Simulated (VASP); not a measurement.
# SiW12 in VASP: relaxation of the atoms with PBE

Aim: the relaxation of the atoms of SiW12 with PBE.

Program: VASP 6.6.1. These are calculated values, not measurements. Logs are shortened: lines on timing, memory, paths and dates and some standing lists are left out, and cuts for length are marked.

## Step 1: The cell of the first run

The cell holds a slab with vacuum, 13 atoms: a = 5.709 Å, b = 5.709 Å, c = 19.445 Å, α = 90.00°, β = 90.00°, γ = 90.00°.

## Step 2: Relaxation of the atoms, PBE

Input file INCAR:

```
PREC = Accurate ; ENCUT = 450
EDIFF = 1E-7 ; ISMEAR = 0
SIGMA = 0.1 ; LREAL = F
LASPH = T ; NELM = 120
ALGO = Normal ; ISIF = 2
LWAVE = F ; LCHARG = F
LDIPOL = T ; IDIPOL = 3
DIPOL = 0.5 0.5 0.321 ; GGA = PE
IBRION = 2 ; NSW = 36
EDIFFG = -0.025 ; GGA_COMPAT = F
NELMIN = 4 ; NELMDL = -8
KPAR = 4
```

Input file KPOINTS:

```
Automatic mesh
0
Gamma
  5 5 1
```

Input file POSCAR:

```
SiW12
1.0
    5.7094426449      0.0000000000      0.0000000000
    0.0000000000      5.7094426449      0.0000000000
    0.0000000000      0.0000000000     19.4446428585
W Si
12 1
Selective dynamics
Direct
    0.2500000000      0.2500000000      0.2057121866  F F F
    0.2500000000      0.7500000000      0.2057121866  F F F
    0.7500000000      0.2500000000      0.2057121866  F F F
    0.7500000000      0.7500000000      0.2057121866  F F F
    0.0000000000      0.0000000000      0.3071173000  F F F
    0.0000000000      0.5000000000      0.3071173000  F F F
    0.5000000000      0.0000000000      0.3071173000  F F F
    0.5000000000      0.5000000000      0.3071173000  F F F
    0.2500000000      0.2500000000      0.4085774635  F F F
    0.2500000000      0.7500000000      0.4085774635  F F F
    0.7500000000      0.2500000000      0.4085774635  F F F
    0.7500000000      0.7500000000      0.4085774635  F F F
    0.5000000000      0.5000000000      0.4816424498  F F T
```

Potentials or basis: VASP PAW PBE potentials, release 64 (W_sv, Si).

Command:

```bash
$ cat potpaw_PBE.64/W_sv/POTCAR potpaw_PBE.64/Si/POTCAR > POTCAR
$ mpirun -np 4 vasp_std > vasp.out
```

OUTCAR:

```text
PREC = Accurate
   ENCUT = 450
   EDIFF = 1E-7
   ISMEAR = 0
   LREAL = F
   LASPH = T
   NELM = 120
   ISIF = 2
   GGA = PE
   IBRION = 2
   NSW = 36
   EDIFFG = -0.025
   NELMIN = 4
   NELMDL = -8

 ion  position               nearest neighbor table
   1  0.250  0.250  0.206-   5 2.82   6 2.82   7 2.82   8 2.82   2 2.85   3 2.85   2 2.85   3 2.85

   2  0.250  0.750  0.206-   5 2.82   6 2.82   7 2.82   8 2.82   1 2.85   4 2.85   1 2.85   4 2.85

   3  0.750  0.250  0.206-   5 2.82   6 2.82   7 2.82   8 2.82   1 2.85   4 2.85   4 2.85   1 2.85
[... 4 lines left out ...]
                             6 2.85   7 2.85   6 2.85   7 2.85
   6  0.000  0.500  0.307-   1 2.82   2 2.82   3 2.82   4 2.82   9 2.82  10 2.82  11 2.82  12 2.82
                             5 2.85   8 2.85   5 2.85   8 2.85
   7  0.500  0.000  0.307-   1 2.82   2 2.82   3 2.82   4 2.82   9 2.82  10 2.82  11 2.82  12 2.82
                             5 2.85   8 2.85   8 2.85   5 2.85
   8  0.500  0.500  0.307-   1 2.82   2 2.82   3 2.82   4 2.82   9 2.82  10 2.82  11 2.82  12 2.82
                             6 2.85   7 2.85   7 2.85   6 2.85
   9  0.250  0.250  0.409-  13 2.47   6 2.82   7 2.82   8 2.82   5 2.82  11 2.85  10 2.85  10 2.85
                            11 2.85
  10  0.250  0.750  0.409-  13 2.47   6 2.82   7 2.82   8 2.82   5 2.82  12 2.85   9 2.85   9 2.85
                            12 2.85
  11  0.750  0.250  0.409-  13 2.47   6 2.82   7 2.82   8 2.82   5 2.82  12 2.85   9 2.85  12 2.85
                             9 2.85
  12  0.750  0.750  0.409-  13 2.47   6 2.82   7 2.82   8 2.82   5 2.82  11 2.85  10 2.85  11 2.85
                            10 2.85
  13  0.500  0.500  0.482-   9 2.47  10 2.47  11 2.47  12 2.47

  LATTYP: Found a simple tetragonal cell.
 ALAT       =     5.7094426449
 C/A-ratio  =     3.4056989566

  Lattice vectors:

 A1 = (   5.7094426449,   0.0000000000,   0.0000000000)
 A2 = (   0.0000000000,   5.7094426449,   0.0000000000)
 A3 = (   0.0000000000,   0.0000000000,  19.4446428585)

Analysis of symmetry for initial positions (statically):
=====================================================================
 Subroutine PRICEL returns:
 Original cell was already a primitive cell.

 Routine SETGRP: Setting up the symmetry group for a
 simple tetragonal supercell.

 Subroutine GETGRP returns: Found  8 space group operations
 (whereof  8 operations were pure point group operations)
 out of a pool of 16 trial point group operations.

The static configuration has the point symmetry C_4v.

Analysis of symmetry for dynamics (positions and initial velocities):
=====================================================================
 Subroutine PRICEL returns:
 Original cell was already a primitive cell.

 Routine SETGRP: Setting up the symmetry group for a
 simple tetragonal supercell.

 Subroutine GETGRP returns: Found  8 space group operations
 (whereof  8 operations were pure point group operations)
 out of a pool of 16 trial point group operations.
[... 144 lines left out ...]
   LHFCALC =     F    Hartree Fock is set to
   AEXX    =    0.0000 exact exchange contribution
   IVDW    =     0    specifies the selected vdW correction
   LEPSILON=     F    determine dielectric tensor
   LRPA    =     F    only Hartree local field effects (RPA)
 conjugate gradient relaxation of ions
 non-spin polarized calculation
 Gauss-broadening in eV      SIGMA  =   0.10
  energy-cutoff  :      450.00
  volume of cell :      633.85
 maximum number of plane-waves:     13762
 NGX is ok and might be reduce to    40
   NGX = 19   NGY = 19   NGZ = 67

 dipolmoment           0.000000      0.000000     -0.011429 electrons x Angstroem

--------------------------------------- Ionic step        1  -------------------------------------------

 number of electron     171.9999988 magnetization

 Free energy of the ion-electron system (eV)
  ---------------------------------------------------
  ext. energy  EPLUGINS =         0.00000000
  ---------------------------------------------------
  free energy    TOTEN  =      -143.03902275 eV

  energy without entropy =     -142.92553418  energy(sigma->0) =     -142.98227846

------------------------ aborting loop because EDIFF is reached ----------------------------------------

 vacuum level on the upper side and lower side of the slab       (xc-potential included)        -0.048        -0.167

  FORCE on cell =-STRESS in cart. coord.  units (eV):
  Direction    XX          YY          ZZ          XY          YZ          ZX
  --------------------------------------------------------------------------------------
  -------------------------------------------------------------------------------------
  Total      -19.0473154    -19.0473154      3.6232693      0.0000000      0.0000000      0.0000000
  in kB      -48.1456390    -48.1456390      9.1584885      0.0000000      0.0000000      0.0000000
  external PRESSURE =     -29.0442632 kB  Pullay stress =       0.0000000 kB
[... 81 lines left out ...]
--------------------------------------- Ionic step        3  -------------------------------------------

 number of electron     171.9999988 magnetization

 dipolmoment           0.000000      0.000000      0.033494 electrons x Angstroem

 Free energy of the ion-electron system (eV)
  ---------------------------------------------------
  ext. energy  EPLUGINS =         0.00000000
  ---------------------------------------------------
  free energy    TOTEN  =      -143.08317693 eV

  energy without entropy =     -142.97205262  energy(sigma->0) =     -143.02761477

 E-fermi :   0.4584     XC(G=0):  -5.5468

 val. band max:        0.4552827681   @ k =   0.2000   0.0000   0.0000
 cond. band min:       0.4599796958   @ k =   0.4000   0.0000   0.0000
 fundamental gap:      0.0046969277
 Fermi energy:         0.4584214396

 k-point     1 :       0.0000    0.0000    0.0000
  band No.  band energies     occupation
      1     -73.3689      2.00000
      2     -73.3368      2.00000
      3     -73.3214      2.00000
      4     -73.3214      2.00000
      5     -73.2944      2.00000
      6     -73.2944      2.00000
[... 595 lines left out ...]
     97       1.4359      0.00000
     98       1.7894      0.00000
 [bands above 98 left out]

------------------------ aborting loop because EDIFF is reached ----------------------------------------

 vacuum level on the upper side and lower side of the slab       (xc-potential included)         0.076        -0.102

  FORCE on cell =-STRESS in cart. coord.  units (eV):
  Direction    XX          YY          ZZ          XY          YZ          ZX
  --------------------------------------------------------------------------------------
  -------------------------------------------------------------------------------------
  Total      -21.1554617    -21.1554617      2.5558591      0.0000000     -0.0000000      0.0000000
  in kB      -53.4743717    -53.4743717      6.4604100      0.0000000     -0.0000000      0.0000000
  external PRESSURE =     -33.4961111 kB  Pullay stress =       0.0000000 kB
[... 28 lines left out ...]
  FREE ENERGIE OF THE ION-ELECTRON SYSTEM (eV)
  ---------------------------------------------------
  free  energy   TOTEN  =      -143.0831769321 eV

  energy  without entropy=     -142.9720526154  energy(sigma->0) =     -143.02761477

 reached required accuracy - stopping structural energy minimisation

 vacuum level on the upper side and lower side of the slab         5.226         5.039
```

OSZICAR:

```text
N       E                     dE             d eps       ncg     rms          rms(c)
DAV:   1     0.196967013212E+04    0.19697E+04   -0.10039E+05  1564   0.141E+03
DAV:   2    -0.616787726225E+02   -0.20313E+04   -0.19944E+04  1406   0.464E+02
DAV:   3    -0.149653301682E+03   -0.87975E+02   -0.82930E+02  1465   0.970E+01
DAV:   4    -0.154555229555E+03   -0.49019E+01   -0.47292E+01  1608   0.185E+01
[... 70 lines left out ...]
DAV:  16    -0.143083176210E+03   -0.12646E-05   -0.21335E-07  1001   0.792E-04    0.193E-04
DAV:  17    -0.143083176539E+03   -0.32890E-06   -0.30699E-08   912   0.344E-04    0.137E-04
DAV:  18    -0.143083176694E+03   -0.15537E-06   -0.96301E-09   777   0.181E-04    0.582E-05
DAV:  19    -0.143083176898E+03   -0.20383E-06   -0.28730E-08   905   0.187E-04    0.624E-05
DAV:  20    -0.143083176932E+03   -0.33964E-07   -0.24217E-09   723   0.103E-04
   3 F= -.14308318E+03 E0= -.14302761E+03  d E =-.441542E-01
```

CONTCAR:

```text
SiW12
   1.00000000000000
     5.7094426449000002    0.0000000000000000    0.0000000000000000
     0.0000000000000000    5.7094426449000002    0.0000000000000000
     0.0000000000000000    0.0000000000000000   19.4446428585000000
  W               Si
    12     1
Selective dynamics
Direct
[... 16 lines left out ...]
  0.00000000E+00  0.00000000E+00  0.00000000E+00
  0.00000000E+00  0.00000000E+00  0.00000000E+00
  0.00000000E+00  0.00000000E+00  0.00000000E+00
  0.00000000E+00  0.00000000E+00  0.00000000E+00
  0.00000000E+00  0.00000000E+00  0.00000000E+00
  0.00000000E+00  0.00000000E+00  0.00000000E+00
  0.00000000E+00  0.00000000E+00  0.00000000E+00
  0.00000000E+00  0.00000000E+00  0.00000000E+00
  0.00000000E+00  0.00000000E+00  0.00000000E+00
  0.00000000E+00  0.00000000E+00  0.00000000E+00
  0.00000000E+00  0.00000000E+00  0.00000000E+00
```

It took 12 min on 4 MPI ranks of Intel Xeon Platinum 8488C (Sapphire Rapids), shared host; peak memory 0.64 GiB.

Results:

```yaml
Free_energy: -143.0832 eV
Energy_gained_by_relaxing: 3.4 meV/atom
Ionic_steps: 3
Band_gap_on_the_k_mesh: zero (bands 86 and 87 overlap by 0.17 eV)
```

Step by step:
```
step  energy change (eV)  largest force on free atoms (eV/Å)  pressure (GPa)
   1              0.0000                              0.8844           -2.90
   2             -0.0294                              0.5016           -3.09
   3             -0.0442                              0.0238           -3.35
```

Final structure:
```xyz
13
Lattice="5.7094 0.0000 0.0000 0.0000 5.7094 0.0000 0.0000 0.0000 19.4446" Properties=species:S:1:pos:R:3 pbc="T T T"
W     1.4274    1.4274    4.0000
W     1.4274    4.2821    4.0000
W     4.2821    1.4274    4.0000
W     4.2821    4.2821    4.0000
W     0.0000    0.0000    5.9718
W     0.0000    2.8547    5.9718
W     2.8547    0.0000    5.9718
W     2.8547    2.8547    5.9718
W     1.4274    1.4274    7.9446
W     1.4274    4.2821    7.9446
W     4.2821    1.4274    7.9446
W     4.2821    4.2821    7.9446
Si    2.8547    2.8547    9.4708
```

Caveat: spin-orbit coupling is left out, which moves the levels of the heavy elements.
